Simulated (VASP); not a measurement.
# Ir3O (Im-3m) in VASP: notebook, part 2 of 2

VASP 6.6.1.

## (4) Single point, PBE

This run uses another cell than the first one, of 15.15 Å³/atom.

Contents of INCAR:

```
ALGO = Normal
EDIFF = 1E-7
ENCUT = 520
GGA = PE
ISIF = 2
ISMEAR = 0
LASPH = T
LCHARG = T
LELF = T
LREAL = F
LVHAR = T
LWAVE = F
NBANDS = 24
NELM = 60
PREC = Accurate
SIGMA = 0.1
```

Contents of KPOINTS:

```
k-points
0
Gamma
  14 14 14
```

Contents of POSCAR:

```
Ir3O
1.0
   -2.4742711657      2.4742711657      2.4742711657
    2.4742711657     -2.4742711657      2.4742711657
    2.4742711657      2.4742711657     -2.4742711657
Ir O
3 1
Direct
    0.0000000000      0.5000000000      0.5000000000
    0.5000000000      0.0000000000      0.5000000000
    0.5000000000      0.5000000000      0.0000000000
    0.0000000000      0.0000000000      0.0000000000
```

Potentials or basis: VASP PAW PBE potentials, release 64 (Ir, O).

The run is started by

```
> cat potpaw_PBE.64/Ir/POTCAR potpaw_PBE.64/O/POTCAR > POTCAR
> mpirun -np 1 vasp_std > vasp.out
```

OUTCAR:

```text
EDIFF = 1E-7
   ENCUT = 520
   GGA = PE
   ISIF = 2
   ISMEAR = 0
   LASPH = T
   LREAL = F
   NELM = 60
   PREC = Accurate

 ion  position               nearest neighbor table
   1  0.000  0.500  0.500-   2 2.47   3 2.47   4 2.47   4 2.47   3 2.47   2 2.47
   2  0.500  0.000  0.500-   1 2.47   3 2.47   4 2.47   3 2.47   4 2.47   1 2.47
   3  0.500  0.500  0.000-   1 2.47   2 2.47   4 2.47   2 2.47   1 2.47   4 2.47
   4  0.000  0.000  0.000-   1 2.47   2 2.47   3 2.47   1 2.47   2 2.47   3 2.47

  LATTYP: Found a body centered cubic cell.
 ALAT       =     4.9485423314

  Lattice vectors:

 A1 = (  -2.4742711657,   2.4742711657,   2.4742711657)
 A2 = (   2.4742711657,  -2.4742711657,   2.4742711657)
 A3 = (   2.4742711657,   2.4742711657,  -2.4742711657)

Analysis of symmetry for initial positions (statically):
=====================================================================
 Subroutine PRICEL returns:
 Original cell was already a primitive cell.

 Routine SETGRP: Setting up the symmetry group for a
 body centered cubic supercell.

 Subroutine GETGRP returns: Found 48 space group operations
 (whereof 48 operations were pure point group operations)
 out of a pool of 48 trial point group operations.

The static configuration has the point symmetry O_h .

Analysis of symmetry for dynamics (positions and initial velocities):
=====================================================================
 Subroutine PRICEL returns:
 Original cell was already a primitive cell.

 Routine SETGRP: Setting up the symmetry group for a
 body centered cubic supercell.

 Subroutine GETGRP returns: Found 48 space group operations
 (whereof 48 operations were pure point group operations)
 out of a pool of 48 trial point group operations.

The dynamic configuration has the point symmetry O_h .

 Subroutine INISYM returns: Found 48 space group operations
 (whereof 48 operations are pure point group operations),
 and found     1 'primitive' translations

----------------------------------------------------------------------------------------

                                     Primitive cell

  volume of cell :      60.5901

  direct lattice vectors                    reciprocal lattice vectors
    -2.474271166  2.474271166  2.474271166     0.000000000  0.202079710  0.202079710
     2.474271166 -2.474271166  2.474271166     0.202079710  0.000000000  0.202079710
     2.474271166  2.474271166 -2.474271166     0.202079710  0.202079710  0.000000000

  length of vectors
     4.285563371  4.285563371  4.285563371     0.285783867  0.285783867  0.285783867

  position of ions in fractional coordinates (direct lattice)
     0.000000000  0.500000000  0.500000000
     0.500000000  0.000000000  0.500000000
     0.500000000  0.500000000  0.000000000
     0.000000000  0.000000000  0.000000000

  ion indices of the primitive-cell ions
   primitive index   ion index
                 1           1
                 2           2
                 3           3
                 4           4

----------------------------------------------------------------------------------------

 KPOINTS: k-points

Automatic generation of k-mesh.
 Grid dimensions read from file:
 generate k-points for:   14   14   14

 Generating k-lattice:

  Cartesian coordinates                     Fractional coordinates (reciprocal lattice)
     0.000000000  0.014434265  0.014434265     0.071428571  0.000000000  0.000000000
     0.014434265  0.000000000  0.014434265     0.000000000  0.071428571  0.000000000
     0.014434265  0.014434265  0.000000000     0.000000000  0.000000000  0.071428571

  Length of vectors
     0.020413133  0.020413133  0.020413133

  Shift w.r.t. Gamma in fractional coordinates (k-lattice)
     0.000000000  0.000000000  0.000000000

 Subroutine IBZKPT returns following result:
 ===========================================

 Found    104 irreducible k-points:

 Following reciprocal coordinates:
            Coordinates               Weight
  0.000000  0.000000  0.000000      1.000000
  0.071429  0.000000  0.000000     12.000000
  0.142857  0.000000  0.000000     12.000000
  0.214286  0.000000  0.000000     12.000000
  0.285714  0.000000  0.000000     12.000000
  0.357143  0.000000  0.000000     12.000000
[... 16 lines left out ...]
  0.285714  0.285714  0.000000     24.000000
  0.357143  0.285714 -0.000000     24.000000
 [... further k-points ...]
   k-points           NKPTS =    104   k-points in BZ     NKDIM =    104   number of bands    NBANDS=     24
   number of dos      NEDOS =    301   number of ions     NIONS =      4
   total plane-waves  NPLWV =  32768
   dimension x,y,z NGX =    32 NGY =   32 NGZ =   32
   dimension x,y,z NGXF=    64 NGYF=   64 NGZF=   64
   ions per type =               3   1
   NGX,Y,Z   is equivalent  to a cutoff of  12.41, 12.41, 12.41 a.u.
   NGXF,Y,Z  is equivalent  to a cutoff of  24.83, 24.83, 24.83 a.u.
 SYSTEM =  unknown system
   PREC   = accura    normal or accurate (medium, high low for compatibility)
   ISTART =      0    job   : 0-new  1-cont  2-samecut
   ICHARG =      2    charge: 1-file 2-atom 10-const
   ISPIN  =      1    spin polarized calculation?
   LNONCOLLINEAR =      F non collinear calculations
   LSORBIT =      F    spin-orbit coupling
   LASPH  =      T    aspherical Exc in radial PAW
   ENCUT  =  520.0 eV  38.22 Ry    6.18 a.u.   7.97  7.97  7.97*2*pi/ulx,y,z
   NELM   =     60;   NELMIN=  2; NELMDL= -5     # of ELM steps
   EDIFF  = 0.1E-06   stopping-criterion for ELM
   LREAL  =      F    real-space projection
   EDIFFG = 0.1E-05   stopping-criterion for IOM
   NSW    =      0    number of steps for IOM
   IBRION =     -1    ionic relax: 0-MD 1-quasi-New 2-CG
   NFREE  =      0    steps in history (QN), initial steepest desc. (CG)
   ISIF   =      2    stress and relaxation
   ISYM   =      2    0-nonsym 1-usesym 2-fastsym
   POTIM  = 0.5000    time-step for ionic-motion
   TEBEG  =    0.0;   TEEND  =   0.0 temperature during run
   PSTRESS=    0.0 pullay stress
   NELECT =      33.0000    total number of electrons
   NUPDOWN=      -1.0000    fix difference up-down
   EMIN   =  10.00;   EMAX   =-10.00  energy-range for DOS
   EFERMI =   0.00;   METHOD = LEGACY
   ISMEAR =     0;   SIGMA  =   0.10  broadening in eV -4-tet -1-fermi 0-gaus
   EFERMI_NEDOS =   21; number of points for ismear=-14 and -15
   IALGO  =     38    algorithm
   IMIX   =      4    mixing-type and parameters
     AMIX     =   0.40;   BMIX     =  1.00
     AMIX_MAG =   1.60;   BMIX_MAG =  1.00
  volume/ion in A,a.u.               =      15.15       102.22
  Fermi-wavevector in a.u.,A,eV,Ry     =   1.336941  2.526452 24.319200  1.787411
  Thomas-Fermi vector in A             =   2.465528
   LORBIT       =      0    0 simple, 1 ext, 2 COOP (PROOUT), +10 PAW based schemes
   GGA     = PE    functional components
   LHFCALC =     F    Hartree Fock is set to
   AEXX    =    0.0000 exact exchange contribution
   IVDW    =     0    specifies the selected vdW correction
   LEPSILON=     F    determine dielectric tensor
   LRPA    =     F    only Hartree local field effects (RPA)
 non-spin polarized calculation
 Gauss-broadening in eV      SIGMA  =   0.10
  energy-cutoff  :      520.00
  volume of cell :       60.59
 maximum number of plane-waves:      1652
   NGX = 15   NGY = 15   NGZ = 15

 number of electron      33.0000009 magnetization

 Free energy of the ion-electron system (eV)
  ---------------------------------------------------
  ext. energy  EPLUGINS =         0.00000000
  ---------------------------------------------------
  free energy    TOTEN  =       -26.76855576 eV

  energy without entropy =      -26.74395994  energy(sigma->0) =      -26.75625785

 E-fermi :   6.6910     XC(G=0): -12.4414

 val. band max:        6.6893160834   @ k =  -0.2857   0.5000   0.0714
 cond. band min:       6.6930710995   @ k =  -0.3571  -0.4286   0.1429
 fundamental gap:      0.0037550161
 Fermi energy:         6.6910376113

 k-point     1 :       0.0000    0.0000    0.0000
  band No.  band energies     occupation
      1     -11.7132      2.00000
      2      -1.1643      2.00000
      3       0.4510      2.00000
      4       0.4510      2.00000
      5       0.7253      2.00000
      6       0.7253      2.00000
[... 637 lines left out ...]
     23      14.8968      0.00000
     24      16.4778      0.00000

 [... further k-points ...]

------------------------ aborting loop because EDIFF is reached ----------------------------------------

  FORCE on cell =-STRESS in cart. coord.  units (eV):
  Direction    XX          YY          ZZ          XY          YZ          ZX
  --------------------------------------------------------------------------------------
  -------------------------------------------------------------------------------------
  Total        0.0347253      0.0347253      0.0347253      0.0000000     -0.0000000     -0.0000000
  in kB        0.9182370      0.9182370      0.9182370      0.0000000     -0.0000000     -0.0000000
  external PRESSURE =       0.9182370 kB  Pullay stress =       0.0000000 kB

 VOLUME and BASIS-vectors are now :
 -----------------------------------------------------------------------------
  energy-cutoff  :      520.00
  volume of cell :       60.59
      direct lattice vectors                 reciprocal lattice vectors
    -2.474271166  2.474271166  2.474271166     0.000000000  0.202079710  0.202079710
     2.474271166 -2.474271166  2.474271166     0.202079710  0.000000000  0.202079710
     2.474271166  2.474271166 -2.474271166     0.202079710  0.202079710  0.000000000

 POSITION                                       TOTAL-FORCE (eV/Angst)
 -----------------------------------------------------------------------------------
      2.47427      0.00000      0.00000        -0.000000      0.000000      0.000000
      0.00000      2.47427      0.00000        -0.000000      0.000000     -0.000000
      0.00000      0.00000      2.47427         0.000000      0.000000     -0.000000
      0.00000      0.00000      0.00000         0.000000     -0.000000      0.000000
 -----------------------------------------------------------------------------------
    total drift:                               -0.000000     -0.000000      0.000000

  FREE ENERGIE OF THE ION-ELECTRON SYSTEM (eV)
  ---------------------------------------------------
  free  energy   TOTEN  =       -26.7685557599 eV

  energy  without entropy=      -26.7439599370  energy(sigma->0) =      -26.75625785
```

Run time: 3.4 min. Hardware: 1 thread of Intel Xeon 8259CL, shared host; peak memory 0.27 GiB.

What came out:

* Free energy: -26.7686 eV
* Pressure: 0.1 GPa
* Band gap on the k mesh: zero (an odd number of electrons rules out a gap without spin polarisation)

Levels at points of the mesh, in eV from the Fermi level:
| k point | band 12 | band 13 | band 14 | band 15 | band 16 | band 17 | band 18 | band 19 | band 20 | band 21 |
| --- | --- | --- | --- | --- | --- | --- | --- | --- | --- | --- |
| (0.00, 0.00, 0.00) | -0.76 | -0.76 | -0.76 | -0.41 | -0.41 | 0.75 | 0.75 | 0.75 | 4.00 | 5.53 |
| (0.50, 0.00, 0.00) | -2.62 | -2.54 | -2.07 | -1.56 | -1.01 | -0.99 | 0.16 | 0.33 | 1.81 | 2.08 |
| (0.50, 0.50, 0.50) | -1.37 | -1.37 | -1.37 | -0.50 | -0.50 | 0.79 | 0.79 | 0.79 | 2.46 | 2.46 |

Caveat: spin-orbit coupling is left out, which moves the levels of the heavy elements; an odd number of electrons without spin polarisation forces a metal; a magnetic or distorted state may lie lower.

## (5) Relaxation of cell and atoms, PBE, collinear spin

This run uses another cell than the first one, of 15.88 Å³/atom.

Contents of INCAR:

```
PREC = Accurate
ENCUT = 600
EDIFF = 1E-7
ISMEAR = 0
SIGMA = 0.1
LREAL = False
LASPH = True
NELM = 150
ALGO = Normal
ISIF = 3
LWAVE = False
LCHARG = False
ISPIN = 2
MAGMOM = 1 1 1 0
LORBIT = 11
LMAXMIX = 4
GGA = PE
IBRION = 2
NSW = 90
EDIFFG = -0.04
```

Contents of KPOINTS:

```
Automatic mesh
0
Gamma
  6 6 6
```

Contents of POSCAR:

```
Ir3O
1.0
   -2.5135613800      2.5135613800      2.5135613800
    2.5135613800     -2.5135613800      2.5135613800
    2.5135613800      2.5135613800     -2.5135613800
Ir O
3 1
Direct
    0.0000000000      0.5000000000      0.5000000000
    0.5000000000      0.0000000000      0.5000000000
    0.5000000000      0.5000000000      0.0000000000
    0.0000000000      0.0000000000      0.0000000000
```

The run is started by

```
> cat potpaw_PBE.64/Ir/POTCAR potpaw_PBE.64/O/POTCAR > POTCAR
> mpirun -np 1 vasp_std > vasp.out
```

It took 5.6 min on 1 thread of Intel Xeon 8259CL, shared host; peak memory 0.27 GiB.

Results (log left out):

| Quantity | Value |
| --- | --- |
| Free energy | -26.6797 eV |
| Relaxed volume | 15.21 Å³/atom |
| Relaxed cell | a = 4.291 Å, b = 4.291 Å, c = 4.291 Å, α = 109.47°, β = 109.47°, γ = 109.47° |
| Space group after relaxing (to 0.1 Å) | Im-3m (No. 229) |
| Energy gained by relaxing | 19.8 meV/atom |
| Ionic steps | 3 |
| Pressure after relaxing | -0.3 GPa |
| Net moment | 0.00 μB per cell |
| Valence electrons inside the program's atomic spheres | Ir 8.16; O 4.75 |

The path:
```csv
step,energy change (eV),largest force (eV/Å),pressure (GPa),volume (Å³)
1,0.0000,0.0000,-8.80,63.52
2,0.2458,0.0000,22.99,55.83
3,-0.0794,0.0000,-0.26,60.83
```

Final structure:
```yaml
crystal:
  lattice:
    - [-2.47755, 2.47755, 2.47755]
    - [2.47755, -2.47755, 2.47755]
    - [2.47755, 2.47755, -2.47755]
  atoms:
    - { symbol: Ir, position: [0.00000, 0.50000, 0.50000] }
    - { symbol: Ir, position: [0.50000, 0.00000, 0.50000] }
    - { symbol: Ir, position: [0.50000, 0.50000, 0.00000] }
    - { symbol: O, position: [0.00000, 0.00000, 0.00000] }
```

Levels at points of the mesh, in eV from the Fermi level:
Spin up:
```csv
k point,band 13,band 14,band 15,band 16,band 17,band 18,band 19,band 20
"(0.00, 0.00, 0.00)",-0.75,-0.75,-0.42,-0.42,0.76,0.76,0.76,3.99
"(0.50, 0.00, 0.00)",-2.52,-2.06,-1.54,-1.01,-0.98,0.16,0.33,1.79
"(0.50, 0.50, 0.50)",-1.36,-1.36,-0.51,-0.51,0.79,0.79,0.79,2.46
```
Spin down:
| k point | band 14 | band 15 | band 16 | band 17 | band 18 | band 19 |
| --- | --- | --- | --- | --- | --- | --- |
| (0.00, 0.00, 0.00) | -0.75 | -0.42 | -0.42 | 0.76 | 0.76 | 0.76 |
| (0.50, 0.00, 0.00) | -2.06 | -1.54 | -1.01 | -0.98 | 0.16 | 0.33 |
| (0.50, 0.50, 0.50) | -1.36 | -0.51 | -0.51 | 0.79 | 0.79 | 0.79 |

Caveat: spin-orbit coupling is left out, which moves the levels of the heavy elements.

## (6) Summary

```csv
task,spin,cell,k mesh,cutoff (eV),gap on the mesh (eV),pressure (GPa),moment (μB)
single point,collinear,"a = 4.289 Å, angles 109.5°, 4 atoms",6 × 6 × 6,520,none,0.0,0.00
single point,collinear,"a = 4.354 Å, angles 109.5°, 4 atoms",6 × 6 × 6,520,none,-8.8,0.00
single point,off,"a = 4.286 Å, angles 109.5°, 4 atoms",14 × 14 × 14,520,none,0.1,-
relaxation of cell and atoms,collinear,"relaxed from a = 4.354 Å, angles 109.5°, 4 atoms",6 × 6 × 6,600,none,-0.3,0.00
```

Alike in all rows: level PBE; potentials or basis VASP PAW PBE potentials, release 64 (Ir, O); smearing gaussian 0.1 eV.

Caveats: spin-orbit coupling is left out, which moves the levels of the heavy elements; the cell stands under tension (at least some runs); an odd number of electrons without spin polarisation forces a metal (at least some runs); a magnetic or distorted state may lie lower (at least some runs).

Total energies depend on the potentials used, so only differences within one code and one set of settings carry meaning.

The gap in the log of VASP goes by the Fermi energy; the results here count the filled bands.